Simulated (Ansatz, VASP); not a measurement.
Ga4AsN3: VASP beside Ansatz

POSCAR

```
Ga4AsN3
1.0
    4.8002853631      0.0000000000      0.0000000000
    0.0000000000      4.8002853631      0.0000000000
    0.0000000000      0.0000000000      4.8002853631
N Ga As
3 4 1
Direct
    0.5000000000      0.0000000000      0.0000000000
    0.0000000000      0.5000000000      0.0000000000
    0.0000000000      0.0000000000      0.5000000000
    0.2269913527      0.7730086473      0.7730086473
    0.7730086473      0.2269913527      0.7730086473
    0.7730086473      0.7730086473      0.2269913527
    0.2269913527      0.2269913527      0.2269913527
    0.5000000000      0.5000000000      0.5000000000
```

File INCAR.step1:

```
PREC = Accurate ; ENCUT = 660
ISMEAR = -1 ; SIGMA = 0.02
LREAL = False ; LASPH = True
NELM = 120 ; NBANDS = 51
GGA = PE ; ALGO = Normal
EDIFF = 1E-5 ; LWAVE = True
LCHARG = False ; GGA_COMPAT = False
```

INCAR.step2

```
PREC = Accurate ; ENCUT = 660
EDIFF = 1E-6 ; ISMEAR = -1
SIGMA = 0.02 ; LREAL = False
LASPH = True ; NELM = 120
ALGO = Normal ; ISIF = 2
LWAVE = False ; LCHARG = False
METAGGA = R2SCAN ; LMIXTAU = True
NBANDS = 51 ; ISTART = 1
GGA_COMPAT = False
```

The input KPOINTS:

```
Automatic mesh
0
Gamma
  4 4 4
```

Input for Ansatz:

```yaml
crystal:
  lattice:
    - [4.8002853631, 0.0, 0.0]
    - [0.0, 4.8002853631, 0.0]
    - [0.0, 0.0, 4.8002853631]
  atoms:
    - { symbol: "N", position: [0.5, 0.0, 0.0] }
    - { symbol: Ga, position: [0.2269913527, 0.7730086473, 0.7730086473] }
    - { symbol: "N", position: [0.0, 0.5, 0.0] }
    - { symbol: Ga, position: [0.7730086473, 0.2269913527, 0.7730086473] }
    - { symbol: "N", position: [0.0, 0.0, 0.5] }
    - { symbol: Ga, position: [0.7730086473, 0.7730086473, 0.2269913527] }
    - { symbol: As, position: [0.5, 0.5, 0.5] }
    - { symbol: Ga, position: [0.2269913527, 0.2269913527, 0.2269913527] }
kpoints:
  mp_grid: { grid: [4, 4, 4] }
hamiltonian:
  xc: r2scan
scf:
  occupations: { method: fermi_dirac, width: 0.02 }
  n_extra_bands: 6
output:
  forces: true
  stress: true
  eigenvalues: true
```

Alike in both runs: task single point; functional r2SCAN; k mesh 4 × 4 × 4; occupations fermi-dirac, width 0.02 eV; no spin polarisation.

|  | VASP | Ansatz |
| --- | --- | --- |
| version | VASP 6.6.1 | Ansatz 0.2.0 |
| potentials or method | VASP PAW PBE potentials, release 64 (N, Ga_d, As_d) | plane waves, PAW |
| plane-wave cutoff (eV) | 660 | 500 |
| valence electrons in the cell | 82 | 82 |

```csv
,VASP,Ansatz,Ansatz less VASP
pressure (GPa),0.6,0.0,-0.62
rms of the force components (eV/Å),0.005,0.022,+0.0171
```

VASP's potentials were made for PBE, not for r2SCAN. With one functional, cell and mesh, what is left measures potentials, basis and numerics.
